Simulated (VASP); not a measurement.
# CsCl (Pm-3m) in VASP: further runs

CsCl is run at these levels: r2SCAN, HSE06; tasks: single point.

All numbers are computed with VASP 6.6.1; they aren't measurements. Logs are shortened: lines on timing, memory, paths and dates and some standing lists are left out, and cuts for length are marked.

### 1 The cell of the first run

The structure is cubic, space group Pm-3m (No. 221). Conventional cell: a = 4.137 Å, b = 4.137 Å, c = 4.137 Å, α = 90.00°, β = 90.00°, γ = 90.00°. Within 4.7 Å of Cs (site symmetry m-3m) lie 8 Cl at 3.58 Å and 6 Cs at 4.14 Å. Cl (site symmetry m-3m) has 8 Cs at 3.58 Å and 6 Cl at 4.14 Å within 4.7 Å.

### 2 Single point, r2SCAN

File POSCAR:

```
CsCl
1.0
    4.1368324570      0.0000000000      0.0000000000
    0.0000000000      4.1368324570      0.0000000000
    0.0000000000      0.0000000000      4.1368324570
Cs Cl
1 1
Direct
    0.0000000000      0.0000000000      0.0000000000
    0.5000000000      0.5000000000      0.5000000000
```

File INCAR.step1:

```
SYSTEM = CsCl
PREC     = Accurate       ! precision mode
ENCUT    = 550            ! plane-wave cutoff, eV
ISMEAR   = 0              ! smearing method
SIGMA    = 0.01           ! smearing width, eV
LREAL    = .False.        ! projectors in reciprocal space
LASPH    = .True.         ! aspherical terms in the spheres
NELM     = 120            ! most SCF steps
NBANDS   = 15             ! bands
GGA      = PE             ! functional
ALGO     = Normal         ! electronic algorithm
EDIFF    = 1E-5           ! SCF threshold, eV
LWAVE    = .True.         ! write WAVECAR
LCHARG   = .False.        ! write CHGCAR
GGA_COMPAT= .False.
```

File INCAR.step2:

```
SYSTEM = CsCl
PREC     = Accurate       ! precision mode
ENCUT    = 550            ! plane-wave cutoff, eV
EDIFF    = 1E-6           ! SCF threshold, eV
ISMEAR   = 0              ! smearing method
SIGMA    = 0.01           ! smearing width, eV
LREAL    = .False.        ! projectors in reciprocal space
LASPH    = .True.         ! aspherical terms in the spheres
NELM     = 120            ! most SCF steps
ALGO     = Normal         ! electronic algorithm
ISIF     = 2              ! what is computed and relaxed
LWAVE    = .False.        ! write WAVECAR
LCHARG   = .False.        ! write CHGCAR
METAGGA  = R2SCAN         ! meta-GGA
LMIXTAU  = .True.       
NBANDS   = 15             ! bands
ISTART   = 1            
GGA_COMPAT= .False.
```

File KPOINTS:

```
regular mesh
0
Gamma
  4 4 4
  0 0 0
```

Potentials or basis: VASP PAW PBE potentials, release 64 (Cs_sv, Cl).

On the command line:

```sh
cat potpaw_PBE.64/Cs_sv/POTCAR potpaw_PBE.64/Cl/POTCAR > POTCAR
cp INCAR.step1 INCAR
mpirun -np 1 vasp_std > vasp.out
cp INCAR.step2 INCAR
mpirun -np 1 vasp_std > vasp.out
```

OUTCAR:

```text
SYSTEM = CsCl
   PREC = Accurate
   ENCUT = 550
   EDIFF = 1E-6
   ISMEAR = 0
   LREAL = .False.
   LASPH = .True.
   NELM = 120
   ISIF = 2
   METAGGA = R2SCAN
   ISTART = 1

 ion  position               nearest neighbor table
   1  0.000  0.000  0.000-
   2  0.500  0.500  0.500-

  LATTYP: Found a simple cubic cell.
 ALAT       =     4.1368324570

  Lattice vectors:

 A1 = (   4.1368324570,   0.0000000000,   0.0000000000)
 A2 = (   0.0000000000,   4.1368324570,   0.0000000000)
 A3 = (   0.0000000000,   0.0000000000,   4.1368324570)

Analysis of symmetry for initial positions (statically):
=====================================================================
 Subroutine PRICEL returns:
 Original cell was already a primitive cell.

 Routine SETGRP: Setting up the symmetry group for a
 simple cubic supercell.

 Subroutine GETGRP returns: Found 48 space group operations
 (whereof 48 operations were pure point group operations)
 out of a pool of 48 trial point group operations.

The static configuration has the point symmetry O_h .

Analysis of symmetry for dynamics (positions and initial velocities):
=====================================================================
 Subroutine PRICEL returns:
 Original cell was already a primitive cell.

 Routine SETGRP: Setting up the symmetry group for a
 simple cubic supercell.

 Subroutine GETGRP returns: Found 48 space group operations
 (whereof 48 operations were pure point group operations)
 out of a pool of 48 trial point group operations.

The dynamic configuration has the point symmetry O_h .

 Subroutine INISYM returns: Found 48 space group operations
 (whereof 48 operations are pure point group operations),
 and found     1 'primitive' translations

----------------------------------------------------------------------------------------

                                     Primitive cell

  volume of cell :      70.7952

  direct lattice vectors                    reciprocal lattice vectors
     4.136832457  0.000000000  0.000000000     0.241730844  0.000000000  0.000000000
     0.000000000  4.136832457  0.000000000     0.000000000  0.241730844  0.000000000
     0.000000000  0.000000000  4.136832457     0.000000000  0.000000000  0.241730844

  length of vectors
     4.136832457  4.136832457  4.136832457     0.241730844  0.241730844  0.241730844

  position of ions in fractional coordinates (direct lattice)
     0.000000000  0.000000000  0.000000000
     0.500000000  0.500000000  0.500000000

  ion indices of the primitive-cell ions
   primitive index   ion index
                 1           1
                 2           2

----------------------------------------------------------------------------------------

 KPOINTS: regular mesh

Automatic generation of k-mesh.
 Grid dimensions read from file:
 generate k-points for:    4    4    4

 Generating k-lattice:

  Cartesian coordinates                     Fractional coordinates (reciprocal lattice)
     0.060432711  0.000000000  0.000000000     0.250000000  0.000000000  0.000000000
     0.000000000  0.060432711  0.000000000     0.000000000  0.250000000  0.000000000
     0.000000000  0.000000000  0.060432711     0.000000000  0.000000000  0.250000000

  Length of vectors
     0.060432711  0.060432711  0.060432711

  Shift w.r.t. Gamma in fractional coordinates (k-lattice)
     0.000000000  0.000000000  0.000000000

 Subroutine IBZKPT returns following result:
 ===========================================

 Found     10 irreducible k-points:

 Following reciprocal coordinates:
            Coordinates               Weight
  0.000000  0.000000  0.000000      1.000000
  0.250000  0.000000  0.000000      6.000000
  0.500000  0.000000  0.000000      3.000000
  0.250000  0.250000  0.000000     12.000000
  0.500000  0.250000  0.000000     12.000000
  0.500000  0.500000  0.000000      3.000000
  0.250000  0.250000  0.250000      8.000000
  0.500000  0.250000  0.250000     12.000000
  0.500000  0.500000  0.250000      6.000000
  0.500000  0.500000  0.500000      1.000000
   k-points           NKPTS =     10   k-points in BZ     NKDIM =     10   number of bands    NBANDS=     15
   number of dos      NEDOS =    301   number of ions     NIONS =      2
   total plane-waves  NPLWV =  32768
   dimension x,y,z NGX =    32 NGY =   32 NGZ =   32
   dimension x,y,z NGXF=    64 NGYF=   64 NGZF=   64
   ions per type =               1   1
   NGX,Y,Z   is equivalent  to a cutoff of  12.86, 12.86, 12.86 a.u.
   NGXF,Y,Z  is equivalent  to a cutoff of  25.72, 25.72, 25.72 a.u.
 SYSTEM =  CsCl
   PREC   = accura    normal or accurate (medium, high low for compatibility)
   ISTART =      1    job   : 0-new  1-cont  2-samecut
   ICHARG =      0    charge: 1-file 2-atom 10-const
   ISPIN  =      1    spin polarized calculation?
   LNONCOLLINEAR =      F non collinear calculations
   LSORBIT =      F    spin-orbit coupling
   LASPH  =      T    aspherical Exc in radial PAW
   ENCUT  =  550.0 eV  40.42 Ry    6.36 a.u.   7.91  7.91  7.91*2*pi/ulx,y,z
   NELM   =    120;   NELMIN=  2; NELMDL=  0     # of ELM steps
   EDIFF  = 0.1E-05   stopping-criterion for ELM
   LREAL  =      F    real-space projection
   EDIFFG = 0.1E-04   stopping-criterion for IOM
   NSW    =      0    number of steps for IOM
   IBRION =     -1    ionic relax: 0-MD 1-quasi-New 2-CG
   NFREE  =      0    steps in history (QN), initial steepest desc. (CG)
   ISIF   =      2    stress and relaxation
   ISYM   =      2    0-nonsym 1-usesym 2-fastsym
   POTIM  = 0.5000    time-step for ionic-motion
   TEBEG  =    0.0;   TEEND  =   0.0 temperature during run
   PSTRESS=    0.0 pullay stress
   NELECT =      16.0000    total number of electrons
   NUPDOWN=      -1.0000    fix difference up-down
   EMIN   =  10.00;   EMAX   =-10.00  energy-range for DOS
   EFERMI =   0.00;   METHOD = LEGACY
   ISMEAR =     0;   SIGMA  =   0.01  broadening in eV -4-tet -1-fermi 0-gaus
   EFERMI_NEDOS =   21; number of points for ismear=-14 and -15
   IALGO  =     38    algorithm
   IMIX   =      4    mixing-type and parameters
     AMIX     =   0.40;   BMIX     =  1.00
     AMIX_MAG =   1.60;   BMIX_MAG =  1.00
  volume/ion in A,a.u.               =      35.40       238.87
  Fermi-wavevector in a.u.,A,eV,Ry     =   0.997195  1.884426 13.529613  0.994398
  Thomas-Fermi vector in A             =   2.129335
   LORBIT       =      0    0 simple, 1 ext, 2 COOP (PROOUT), +10 PAW based schemes
   METAGGA = R2SCAN    functional components
   LHFCALC =     F    Hartree Fock is set to
   AEXX    =    0.0000 exact exchange contribution
   IVDW    =     0    specifies the selected vdW correction
   LEPSILON=     F    determine dielectric tensor
   LRPA    =     F    only Hartree local field effects (RPA)
 non-spin polarized calculation
 Gauss-broadening in eV      SIGMA  =   0.01
  energy-cutoff  :      550.00
  volume of cell :       70.80
 maximum number of plane-waves:      2103
 NGX is ok and might be reduce to    32
   NGX = 15   NGY = 15   NGZ = 15

 number of electron      16.0000002 magnetization

 Free energy of the ion-electron system (eV)
  ---------------------------------------------------
  ext. energy  EPLUGINS =         0.00000000
  ---------------------------------------------------
  free energy    TOTEN  =       -35.52474354 eV

  energy without entropy =      -35.52474354  energy(sigma->0) =      -35.52474354

 E-fermi :  -0.6359     XC(G=0):  -8.6240

 val. band max:       -0.7405492894   @ k =   0.0000   0.0000   0.0000
 cond. band min:       5.1662501753   @ k =   0.0000   0.0000   0.0000
 fundamental gap:      5.9067994646
 Fermi energy:        -0.6359312405

 k-point     1 :       0.0000    0.0000    0.0000
  band No.  band energies     occupation
      1     -20.6417      2.00000
      2     -13.4552      2.00000
      3      -6.7574      2.00000
      4      -6.7574      2.00000
      5      -6.7574      2.00000
      6      -0.7405      2.00000
      7      -0.7405      2.00000
      8      -0.7405      2.00000
      9       5.1663      0.00000
     10       5.1663      0.00000
     11       5.2672      0.00000
     12       9.9695      0.00000
     13       9.9695      0.00000
     14       9.9695      0.00000
     15      13.1084      0.00000

 k-point     2 :       0.2500    0.0000    0.0000
  band No.  band energies     occupation
      1     -20.6001      2.00000
      2     -13.4756      2.00000
      3      -7.0361      2.00000
      4      -6.6893      2.00000
      5      -6.6893      2.00000
      6      -1.3619      2.00000
      7      -0.8516      2.00000
      8      -0.8516      2.00000
      9       5.5742      0.00000
     10       6.3181      0.00000
     11       6.7497      0.00000
     12       9.5952      0.00000
     13       9.5952      0.00000
     14      10.3076      0.00000
     15      10.7479      0.00000

 k-point     3 :       0.5000    0.0000    0.0000
  band No.  band energies     occupation
      1     -20.5577      2.00000
      2     -13.4997      2.00000
      3      -7.2783      2.00000
      4      -6.6182      2.00000
      5      -6.6182      2.00000
      6      -1.8712      2.00000
      7      -0.9685      2.00000
      8      -0.9685      2.00000
      9       6.2016      0.00000
     10       7.5170      0.00000
     11       8.8482      0.00000
     12       9.1474      0.00000
     13       9.4273      0.00000
     14       9.4273      0.00000
     15      10.7785      0.00000
[... 91 lines left out ...]
 k-point     9 :       0.5000    0.5000    0.2500
  band No.  band energies     occupation
      1     -20.4538      2.00000
      2     -13.3326      2.00000
      3      -7.4054      2.00000
      4      -7.4054      2.00000
      5      -6.9279      2.00000
      6      -1.4947      2.00000
      7      -1.4947      2.00000
      8      -1.3548      2.00000
      9       7.1065      0.00000
     10       7.5214      0.00000
     11       8.0575      0.00000
     12       8.0575      0.00000
     13      11.3275      0.00000
     14      11.3275      0.00000
     15      12.1828      0.00000

 k-point    10 :       0.5000    0.5000    0.5000
  band No.  band energies     occupation
      1     -20.4202      2.00000
      2     -13.2922      2.00000
      3      -7.2835      2.00000
      4      -7.2835      2.00000
      5      -7.2835      2.00000
      6      -1.8160      2.00000
      7      -1.8160      2.00000
      8      -1.8160      2.00000
      9       8.3960      0.00000
     10       8.3960      0.00000
     11       8.3960      0.00000
     12      10.5161      0.00000
     13      10.5161      0.00000
     14      10.5161      0.00000
     15      12.2945      0.00000

------------------------ aborting loop because EDIFF is reached ----------------------------------------

  FORCE on cell =-STRESS in cart. coord.  units (eV):
  Direction    XX          YY          ZZ          XY          YZ          ZX
  --------------------------------------------------------------------------------------
  -------------------------------------------------------------------------------------
  Total        0.0394093      0.0394093      0.0394093     -0.0000000      0.0000000      0.0000000
  in kB        0.8918775      0.8918775      0.8918775     -0.0000000      0.0000000      0.0000000
  external PRESSURE =       0.8918775 kB  Pullay stress =       0.0000000 kB

 VOLUME and BASIS-vectors are now :
 -----------------------------------------------------------------------------
  energy-cutoff  :      550.00
  volume of cell :       70.80
      direct lattice vectors                 reciprocal lattice vectors
     4.136832457  0.000000000  0.000000000     0.241730844  0.000000000  0.000000000
     0.000000000  4.136832457  0.000000000     0.000000000  0.241730844  0.000000000
     0.000000000  0.000000000  4.136832457     0.000000000  0.000000000  0.241730844

 POSITION                                       TOTAL-FORCE (eV/Angst)
 -----------------------------------------------------------------------------------
      0.00000      0.00000      0.00000         0.000000      0.000000      0.000000
      2.06842      2.06842      2.06842         0.000000      0.000000      0.000000
 -----------------------------------------------------------------------------------
    total drift:                                0.000000      0.000000     -0.000000

  FREE ENERGIE OF THE ION-ELECTRON SYSTEM (eV)
  ---------------------------------------------------
  free  energy   TOTEN  =       -35.5247435392 eV

  energy  without entropy=      -35.5247435392  energy(sigma->0) =      -35.52474354
```

Wall time 28 s (1 thread of AMD EPYC 7R13 (Zen 3), shared host); peak memory 0.16 GiB.

Results:

- Free energy: -35.5247 eV
- Pressure: 0.1 GPa
- Band gap on the k mesh: 5.91 eV

Caveat: the PAW data sets were made with another functional, which shifts forces and pressure a little; spin-orbit coupling is left out, which moves the levels of the heavy elements. A k mesh can miss the band edges.

(Part 1 of 2 ends here.)
